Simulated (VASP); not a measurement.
# TiO2 (P4_2/mnm) in VASP: a series of runs

The runs below take TiO2 through single point, with r2SCAN.

Everything below comes from runs of VASP 6.6.1. Logs are shortened: lines on timing, memory, paths and dates and some standing lists are left out, and cuts for length are marked.

## 1. The cell of the first run

The structure is tetragonal, space group P4_2/mnm (No. 136). Conventional cell: a = 4.373 Å, b = 4.373 Å, c = 2.873 Å, α = 90.00°, β = 90.00°, γ = 90.00°. Within 2.5 Å of Ti (site symmetry mmm) lie 6 O at 1.87 to 1.89 Å. O (site symmetry m2m) has 3 Ti at 1.87 to 1.89 Å and 1 O at 2.45 Å within 2.5 Å.

## 2. Single point, r2SCAN (9.15 Å³/atom)

Contents of POSCAR:

```
TiO2
1.0
   -2.8725401456      3.0918966510      3.0918966510
    2.8725401456     -3.0918966510      3.0918966510
    2.8725401456      3.0918966510     -3.0918966510
Ti O
4 8
Direct
    0.5000000000      0.7500000000      0.7500000000
    0.5000000000      0.2500000000      0.2500000000
    0.0000000000      0.0000000000      0.5000000000
    0.0000000000      0.5000000000      0.0000000000
    0.3017679538      0.3017679538      0.5000000000
    0.1982320462      0.2500000000      0.9482320462
    0.3017679538      0.8017679538      0.0000000000
    0.8017679538      0.2500000000      0.5517679538
    0.1982320462      0.7500000000      0.4482320462
    0.8017679538      0.7500000000      0.0517679538
    0.6982320462      0.1982320462      1.0000000000
    0.6982320462      0.6982320462      0.5000000000
```

Contents of INCAR.step1:

```
SYSTEM = TiO2
  ALGO = Normal
  EDIFF = 1E-4
  ENCUT = 520
  GGA = PE
  ISMEAR = 0
  LASPH = .TRUE.
  LCHARG = .FALSE.
  LREAL = .FALSE.
  LWAVE = .TRUE.
  NBANDS = 60
  NELM = 100
  PREC = Accurate
  SIGMA = 0.02
```

Contents of INCAR.step2:

```
SYSTEM = TiO2
  ALGO = Normal
  EDIFF = 1E-6
  ENCUT = 520
  ISIF = 2
  ISMEAR = 0
  ISTART = 1
  LASPH = .TRUE.
  LCHARG = .FALSE.
  LMIXTAU = .TRUE.
  LREAL = .FALSE.
  LWAVE = .FALSE.
  METAGGA = R2SCAN
  NBANDS = 60
  NELM = 100
  PREC = Accurate
  SIGMA = 0.02
```

Contents of KPOINTS:

```
k-points
0
G
  6 6 6
  0 0 0
```

Potentials or basis: VASP PAW PBE potentials, release 64 (Ti_sv, O).

Started as:

```bash
$ cat potpaw_PBE.64/Ti_sv/POTCAR potpaw_PBE.64/O/POTCAR > POTCAR
$ cp INCAR.step1 INCAR
$ mpirun -np 1 vasp_std > vasp.out
$ cp INCAR.step2 INCAR
$ mpirun -np 1 vasp_std > vasp.out
```

OUTCAR:

```text
SYSTEM = TiO2
   EDIFF = 1E-6
   ENCUT = 520
   ISIF = 2
   ISMEAR = 0
   ISTART = 1
   LASPH = .TRUE.
   LREAL = .FALSE.
   METAGGA = R2SCAN
   NELM = 100
   PREC = Accurate

 ion  position               nearest neighbor table
   1  0.500  0.750  0.750-   9 1.87  10 1.87   7 1.89  12 1.89  11 1.89   5 1.89   2 2.87   2 2.87

   2  0.500  0.250  0.250-   6 1.87   8 1.87   5 1.89  11 1.89   7 1.89  12 1.89   1 2.87   1 2.87

   3  0.000  0.000  0.500-   5 1.87  12 1.87   9 1.89   8 1.89  10 1.89   6 1.89   4 2.87   4 2.87

   4  0.000  0.500  0.000-   7 1.87  11 1.87  10 1.89   6 1.89   8 1.89   9 1.89   3 2.87   3 2.87

   5  0.302  0.302  0.500-   3 1.87   2 1.89   1 1.89
   6  0.198  0.250  0.948-   2 1.87   4 1.89   3 1.89
   7  0.302  0.802  0.000-   4 1.87   1 1.89   2 1.89
   8  0.802  0.250  0.552-   2 1.87   3 1.89   4 1.89
   9  0.198  0.750  0.448-   1 1.87   3 1.89   4 1.89
  10  0.802  0.750  0.052-   1 1.87   4 1.89   3 1.89
  11  0.698  0.198  0.000-   4 1.87   2 1.89   1 1.89
  12  0.698  0.698  0.500-   3 1.87   1 1.89   2 1.89

  LATTYP: Found a body centered tetragonal cell.
 ALAT       =     6.1837933020
 C/A-ratio  =     0.9290543863

  Lattice vectors:

 A1 = (  -2.8725401456,   3.0918966510,  -3.0918966510)
 A2 = (  -2.8725401456,  -3.0918966510,   3.0918966510)
 A3 = (   2.8725401456,   3.0918966510,   3.0918966510)

Analysis of symmetry for initial positions (statically):
=====================================================================
 Subroutine PRICEL returns following result:

  LATTYP: Found a simple tetragonal cell.
 ALAT       =     4.3726021773
 C/A-ratio  =     0.6569406566

  Lattice vectors:

 A1 = (   0.0000000000,  -3.0918966510,  -3.0918966510)
 A2 = (   0.0000000000,   3.0918966510,  -3.0918966510)
 A3 = (   2.8725401456,   0.0000000000,   0.0000000000)

   2 primitive cells build up your supercell.

 Routine SETGRP: Setting up the symmetry group for a
 body centered tetragonal supercell.

 Subroutine GETGRP returns: Found 16 space group operations
 (whereof  4 operations were pure point group operations)
 out of a pool of 16 trial point group operations.

The static configuration has the point symmetry C_2h.
 The point group associated with its full space group is D_4h.

Analysis of symmetry for dynamics (positions and initial velocities):
=====================================================================
 Subroutine PRICEL returns following result:

  LATTYP: Found a simple tetragonal cell.
 ALAT       =     4.3726021773
 C/A-ratio  =     0.6569406566

  Lattice vectors:

 A1 = (   0.0000000000,  -3.0918966510,  -3.0918966510)
 A2 = (   0.0000000000,   3.0918966510,  -3.0918966510)
 A3 = (   2.8725401456,   0.0000000000,   0.0000000000)

   2 primitive cells build up your supercell.

 Routine SETGRP: Setting up the symmetry group for a
 body centered tetragonal supercell.

 Subroutine GETGRP returns: Found 16 space group operations
 (whereof  4 operations were pure point group operations)
 out of a pool of 16 trial point group operations.

The dynamic configuration has the point symmetry C_2h.
 The point group associated with its full space group is D_4h.

 Subroutine INISYM returns: Found 16 space group operations
 (whereof  4 operations are pure point group operations),
 and found     2 'primitive' translations

----------------------------------------------------------------------------------------

                                     Primitive cell

  volume of cell :      54.9220

  direct lattice vectors                    reciprocal lattice vectors
     0.000000000 -3.091896651 -3.091896651     0.000000000 -0.161713038 -0.161713038
     0.000000000  3.091896651 -3.091896651     0.000000000  0.161713038 -0.161713038
     2.872540146  0.000000000  0.000000000     0.348123942  0.000000000  0.000000000

  length of vectors
     4.372602177  4.372602177  2.872540146     0.228696771  0.228696771  0.348123942

  position of ions in fractional coordinates (direct lattice)
     0.500000000  0.000000000  1.000000000
     0.000000000  0.500000000  0.500000000
     0.698232046  0.198232046  0.500000000
     0.801767954  0.698232046  1.000000000
     0.198232046  0.301767954  1.000000000
     0.301767954  0.801767954  0.500000000

  ion indices of the primitive-cell ions
   primitive index   ion index
                 1           1
                 2           3
                 3           7
                 4           9
                 5          10
                 6          12

----------------------------------------------------------------------------------------

 KPOINTS: k-points

Automatic generation of k-mesh.
 Grid dimensions read from file:
 generate k-points for:    6    6    6

 Generating k-lattice:

  Cartesian coordinates                     Fractional coordinates (reciprocal lattice)
     0.000000000  0.026952173  0.026952173     0.166666667  0.000000000  0.000000000
     0.029010329  0.000000000  0.026952173     0.000000000  0.166666667  0.000000000
     0.029010329  0.026952173  0.000000000     0.000000000  0.000000000  0.166666667

  Length of vectors
     0.038116129  0.039598217  0.039598217

  Shift w.r.t. Gamma in fractional coordinates (k-lattice)
     0.000000000  0.000000000  0.000000000

 Subroutine IBZKPT returns following result:
 ===========================================

 Found     30 irreducible k-points:

 Following reciprocal coordinates:
            Coordinates               Weight
  0.000000  0.000000  0.000000      1.000000
  0.166667  0.000000  0.000000      4.000000
  0.333333  0.000000  0.000000      4.000000
  0.500000  0.000000  0.000000      2.000000
  0.000000  0.166667  0.000000      8.000000
  0.166667  0.166667  0.000000     16.000000
[... 16 lines left out ...]
  0.166667 -0.166667  0.166667      4.000000
  0.333333 -0.166667  0.166667      8.000000
 [... further k-points ...]
   k-points           NKPTS =     30   k-points in BZ     NKDIM =     30   number of bands    NBANDS=     60
   number of dos      NEDOS =    301   number of ions     NIONS =     12
   total plane-waves  NPLWV =  64000
   dimension x,y,z NGX =    40 NGY =   40 NGZ =   40
   dimension x,y,z NGXF=    80 NGYF=   80 NGZF=   80
   ions per type =               4   8
   NGX,Y,Z   is equivalent  to a cutoff of  12.71, 12.71, 12.71 a.u.
   NGXF,Y,Z  is equivalent  to a cutoff of  25.42, 25.42, 25.42 a.u.
 SYSTEM =  TiO2
   PREC   = accura    normal or accurate (medium, high low for compatibility)
   ISTART =      1    job   : 0-new  1-cont  2-samecut
   ICHARG =      0    charge: 1-file 2-atom 10-const
   ISPIN  =      1    spin polarized calculation?
   LNONCOLLINEAR =      F non collinear calculations
   LSORBIT =      F    spin-orbit coupling
   LASPH  =      T    aspherical Exc in radial PAW
   ENCUT  =  520.0 eV  38.22 Ry    6.18 a.u.   9.73  9.73  9.73*2*pi/ulx,y,z
   NELM   =    100;   NELMIN=  2; NELMDL=  0     # of ELM steps
   EDIFF  = 0.1E-05   stopping-criterion for ELM
   LREAL  =      F    real-space projection
   EDIFFG = 0.1E-04   stopping-criterion for IOM
   NSW    =      0    number of steps for IOM
   IBRION =     -1    ionic relax: 0-MD 1-quasi-New 2-CG
   NFREE  =      0    steps in history (QN), initial steepest desc. (CG)
   ISIF   =      2    stress and relaxation
   ISYM   =      2    0-nonsym 1-usesym 2-fastsym
   POTIM  = 0.5000    time-step for ionic-motion
   TEBEG  =    0.0;   TEEND  =   0.0 temperature during run
   PSTRESS=    0.0 pullay stress
   NELECT =      96.0000    total number of electrons
   NUPDOWN=      -1.0000    fix difference up-down
   EMIN   =  10.00;   EMAX   =-10.00  energy-range for DOS
   EFERMI =   0.00;   METHOD = LEGACY
   ISMEAR =     0;   SIGMA  =   0.02  broadening in eV -4-tet -1-fermi 0-gaus
   EFERMI_NEDOS =   21; number of points for ismear=-14 and -15
   IALGO  =     38    algorithm
   IMIX   =      4    mixing-type and parameters
     AMIX     =   0.40;   BMIX     =  1.00
     AMIX_MAG =   1.60;   BMIX_MAG =  1.00
  volume/ion in A,a.u.               =       9.15        61.77
  Fermi-wavevector in a.u.,A,eV,Ry     =   1.565212  2.957822 33.332767  2.449889
  Thomas-Fermi vector in A             =   2.667722
   LORBIT       =      0    0 simple, 1 ext, 2 COOP (PROOUT), +10 PAW based schemes
   METAGGA = R2SCAN    functional components
   LHFCALC =     F    Hartree Fock is set to
   AEXX    =    0.0000 exact exchange contribution
   IVDW    =     0    specifies the selected vdW correction
   LEPSILON=     F    determine dielectric tensor
   LRPA    =     F    only Hartree local field effects (RPA)
 non-spin polarized calculation
 Gauss-broadening in eV      SIGMA  =   0.02
  energy-cutoff  :      520.00
  volume of cell :      109.84
 maximum number of plane-waves:      2986
   NGX = 19   NGY = 19   NGZ = 19

 number of electron      95.9999972 magnetization

 Free energy of the ion-electron system (eV)
  ---------------------------------------------------
  ext. energy  EPLUGINS =         0.00000000
  ---------------------------------------------------
  free energy    TOTEN  =      -137.77255173 eV

  energy without entropy =     -137.77255173  energy(sigma->0) =     -137.77255173

 E-fermi :   6.1455     XC(G=0): -12.9218

 val. band max:        6.0415780580   @ k =   0.0000   0.0000   0.0000
 cond. band min:       8.4967718472   @ k =   0.0000   0.0000   0.0000
 fundamental gap:      2.4551937892
 Fermi energy:         6.1455436230

 k-point     1 :       0.0000    0.0000    0.0000
  band No.  band energies     occupation
      1     -52.7143      2.00000
      2     -52.6773      2.00000
      3     -52.6335      2.00000
      4     -52.6335      2.00000
      5     -28.4292      2.00000
      6     -28.4292      2.00000
[... 52 lines left out ...]
     59      10.1327      0.00000
     60      11.8545      0.00000

 k-point     2 :       0.1667    0.0000    0.0000
  band No.  band energies     occupation
      1     -52.7118      2.00000
      2     -52.6797      2.00000
      3     -52.6335      2.00000
      4     -52.6335      2.00000
      5     -28.4385      2.00000
      6     -28.4385      2.00000
[... 52 lines left out ...]
     59      10.4588      0.00000
     60      11.6620      0.00000

 k-point     3 :       0.3333    0.0000    0.0000
  band No.  band energies     occupation
      1     -52.7050      2.00000
      2     -52.6864      2.00000
      3     -52.6336      2.00000
      4     -52.6336      2.00000
      5     -28.4560      2.00000
      6     -28.4560      2.00000
[... 1312 lines left out ...]
     59      10.9207      0.00000
     60      11.5351      0.00000

 k-point    24 :       0.3333   -0.1667    0.1667
  band No.  band energies     occupation
      1     -52.7037      2.00000
      2     -52.6876      2.00000
      3     -52.6336      2.00000
      4     -52.6336      2.00000
      5     -28.4623      2.00000
      6     -28.4414      2.00000
[... 52 lines left out ...]
     59      11.1223      0.00000
     60      11.1595      0.00000

 [... further k-points ...]

------------------------ aborting loop because EDIFF is reached ----------------------------------------

  FORCE on cell =-STRESS in cart. coord.  units (eV):
  Direction    XX          YY          ZZ          XY          YZ          ZX
  --------------------------------------------------------------------------------------
  -------------------------------------------------------------------------------------
  Total       29.2392531     28.7321341     28.7321341      0.0000000     -0.0000000      0.0000000
  in kB      426.4821122    419.0853036    419.0853036      0.0000000     -0.0000000      0.0000000
  external PRESSURE =     421.5509065 kB  Pullay stress =       0.0000000 kB

 VOLUME and BASIS-vectors are now :
 -----------------------------------------------------------------------------
  energy-cutoff  :      520.00
  volume of cell :      109.84
      direct lattice vectors                 reciprocal lattice vectors
    -2.872540146  3.091896651  3.091896651     0.000000000  0.161713038  0.161713038
     2.872540146 -3.091896651  3.091896651     0.174061971  0.000000000  0.161713038
     2.872540146  3.091896651 -3.091896651     0.174061971  0.161713038  0.000000000

 POSITION                                       TOTAL-FORCE (eV/Angst)
 -----------------------------------------------------------------------------------
      2.87254      1.54595      1.54595         0.000000      0.000000      0.000000
      0.00000      1.54595      1.54595         0.000000      0.000000      0.000000
      1.43627      1.54595     -1.54595         0.000000      0.000000      0.000000
      1.43627     -1.54595      1.54595         0.000000      0.000000      0.000000
      1.43627      1.54595      0.32012        -0.000000      0.000000     -0.014064
      2.87254      2.77177     -1.54595         0.000000      0.014064      0.000000
      1.43627     -1.54595      3.41202        -0.000000      0.000000     -0.014064
      0.00000      3.41202      1.54595        -0.000000     -0.014064      0.000000
      2.87254     -0.32012      1.54595         0.000000      0.014064      0.000000
      0.00000      0.32012      4.63784        -0.000000     -0.014064      0.000000
     -1.43627      1.54595      2.77177         0.000000     -0.000000      0.014064
      1.43627      1.54595      2.77177         0.000000     -0.000000      0.014064
 -----------------------------------------------------------------------------------
    total drift:                               -0.000000     -0.000000     -0.000000

  FREE ENERGIE OF THE ION-ELECTRON SYSTEM (eV)
  ---------------------------------------------------
  free  energy   TOTEN  =      -137.7725517288 eV

  energy  without entropy=     -137.7725517288  energy(sigma->0) =     -137.77255173
```

Wall time 8.9 min (1 thread of AMD EPYC 9R45 (Zen 5), shared host); peak memory 0.31 GiB.

Results:

* Free energy: -137.7726 eV
* Pressure: 42.2 GPa
* Largest force: 0.014 eV/Å
* Band gap on the k mesh: 2.46 eV

Forces in eV/Å, atoms in the order of the input:
```
Ti   0.000  0.000  0.000
Ti   0.000  0.000  0.000
Ti   0.000  0.000  0.000
Ti   0.000  0.000  0.000
O    0.000  0.000 -0.014
O    0.000  0.014  0.000
O    0.000  0.000 -0.014
O    0.000 -0.014  0.000
O    0.000  0.014  0.000
O    0.000 -0.014  0.000
O    0.000  0.000  0.014
O    0.000  0.000  0.014
```

Caveat: the cell stands under pressure; the PAW data sets were made with another functional, which shifts forces and pressure a little. A k mesh can miss the band edges.

## 3. Single point, r2SCAN (9.47 Å³/atom)

This run uses another cell than the first one, of 9.47 Å³/atom.

Contents of POSCAR:

```
TiO2
1.0
   -2.8949521678      3.1319634573      3.1319634573
    2.8949521678     -3.1319634573      3.1319634573
    2.8949521678      3.1319634573     -3.1319634573
Ti O
4 8
Direct
    0.5000000000      0.7500000000      0.7500000000
    0.5000000000      0.2500000000      0.2500000000
    0.0000000000      0.0000000000      0.5000000000
    0.0000000000      0.5000000000      0.0000000000
    0.3022094275      0.3022094275      0.5000000000
    0.1977905725      0.2500000000      0.9477905725
    0.3022094275      0.8022094275      0.0000000000
    0.8022094275      0.2500000000      0.5522094275
    0.1977905725      0.7500000000      0.4477905725
    0.8022094275      0.7500000000      0.0522094275
    0.6977905725      0.1977905725      1.0000000000
    0.6977905725      0.6977905725      0.5000000000
```

Contents of INCAR.step1:

```
ALGO     = Normal         # electronic algorithm
EDIFF    = 1E-4           # SCF threshold, eV
ENCUT    = 520            # plane-wave cutoff, eV
GGA      = PE             # functional
ISMEAR   = 0              # smearing method
LASPH    = True           # aspherical terms in the spheres
LCHARG   = False          # write CHGCAR
LREAL    = False          # projectors in reciprocal space
LWAVE    = True           # write WAVECAR
NBANDS   = 60             # bands
NELM     = 100            # most SCF steps
PREC     = Accurate       # precision mode
SIGMA    = 0.02           # smearing width, eV
```

Contents of INCAR.step2:

```
ALGO     = Normal         # electronic algorithm
EDIFF    = 1E-6           # SCF threshold, eV
ENCUT    = 520            # plane-wave cutoff, eV
ISIF     = 2              # what is computed and relaxed
ISMEAR   = 0              # smearing method
ISTART   = 1            
LASPH    = True           # aspherical terms in the spheres
LCHARG   = False          # write CHGCAR
LMIXTAU  = True         
LREAL    = False          # projectors in reciprocal space
LWAVE    = False          # write WAVECAR
METAGGA  = R2SCAN         # meta-GGA
NBANDS   = 60             # bands
NELM     = 100            # most SCF steps
PREC     = Accurate       # precision mode
SIGMA    = 0.02           # smearing width, eV
```

Contents of KPOINTS:

```
k-points
0
Gamma
  6 6 6
```

Potentials or basis: VASP PAW PBE potentials, release 64 (Ti_sv, O).

Started as:

```bash
$ cat potpaw_PBE.64/Ti_sv/POTCAR potpaw_PBE.64/O/POTCAR > POTCAR
$ cp INCAR.step1 INCAR
$ mpirun -np 1 vasp_std > vasp.out
$ cp INCAR.step2 INCAR
$ mpirun -np 1 vasp_std > vasp.out
```

Wall time 12 min (1 thread of AMD EPYC 9R45 (Zen 5), shared host); peak memory 0.31 GiB.

It converged, with:

| Quantity | Value |
| --- | --- |
| Free energy | -138.5999 eV |
| Pressure | 28.9 GPa |
| Largest force | 0.015 eV/Å |
| Band gap on the k mesh | 2.38 eV |

Forces on the atoms (eV/Å):
```
Ti   0.000  0.000  0.000
Ti   0.000  0.000  0.000
Ti   0.000  0.000  0.000
Ti   0.000  0.000  0.000
O    0.000  0.000 -0.015
O    0.000  0.015  0.000
O    0.000  0.000 -0.015
O    0.000 -0.015  0.000
O    0.000  0.015  0.000
O    0.000 -0.015  0.000
O    0.000  0.000  0.015
O    0.000  0.000  0.015
```

Stress tensor (GPa, compression positive):
```
29.37  0.00  0.00
 0.00 28.69  0.00
 0.00  0.00 28.69
```

Levels at points of the mesh, in eV from the valence-band top:
```csv
k point,band 44,band 45,band 46,band 47,band 48,band 49,band 50,band 51,band 52,band 53
"(0.00, 0.00, 0.00)",-0.72,-0.72,-0.54,-0.54,0.00,2.38,2.73,2.96,3.11,3.11
"(0.50, 0.00, 0.00)",-1.97,-1.27,-1.27,-0.88,-0.88,2.47,2.47,3.18,3.18,3.81
"(0.00, 0.50, 0.00)",-1.80,-1.37,-1.37,-0.79,-0.79,2.83,2.83,3.27,3.27,3.64
"(0.50, 0.50, 0.50)",-1.56,-1.54,-1.54,-1.20,-1.20,2.43,2.43,3.14,3.14,3.76
```

Caveat: the cell stands under pressure; the PAW data sets were made with another functional, which shifts forces and pressure a little. A k mesh can miss the band edges.
